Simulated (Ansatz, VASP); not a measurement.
**One calculation of RbPd4N3, two programs**

```
Rb Pd N
1.0
     8.89536    0.00000    0.00000
     0.00000    3.06672    2.79947
     0.00000   -3.06672    2.79947
Rb Pd N
1 4 3
Cartesian
  4.4477 0.0000 2.9885
  7.5040 -1.4370 3.7321
  1.3913 1.4370 3.7321
  7.5040 1.4370 3.7321
  1.3913 -1.4370 3.7321
  6.6408 0.0000 0.9008
  2.2546 0.0000 0.9008
  0.0000 0.0000 3.7507
```

Alike in both runs: functional PBE; k mesh 2 × 3 × 3; occupations gaussian, width 0.15 eV; no spin polarisation.

Ansatz relaxed the structure, and its values are those at the end. VASP's run is a single point on that final structure, the one shown.

```csv
,VASP,Ansatz
version,VASP 6.6.1,Ansatz 0.2.0
potentials or method,"VASP PAW PBE potentials, release 64 (Rb_sv, Pd, N), cutoff 520 eV","scalar-relativistic, plane waves, PAW"
valence electrons in the cell,64,96
```

|  | VASP | Ansatz | Ansatz less VASP |
| --- | --- | --- | --- |
| gap on the k mesh at the Fermi level (eV) | none | none | - |
| pressure (GPa) | 0.0 | 0.2 | +0.20 |
| rms of the force components (eV/Å) | 0.016 | 0.012 | -0.0033 |

A gap of «none» marks a metal or a gap that the smearing closes. VASP's potentials hold 64 valence electrons a cell and Ansatz's 96, so a difference there can come from the potentials and not from the codes.

The k mesh is coarse, so the values compare programs but aren't converged.
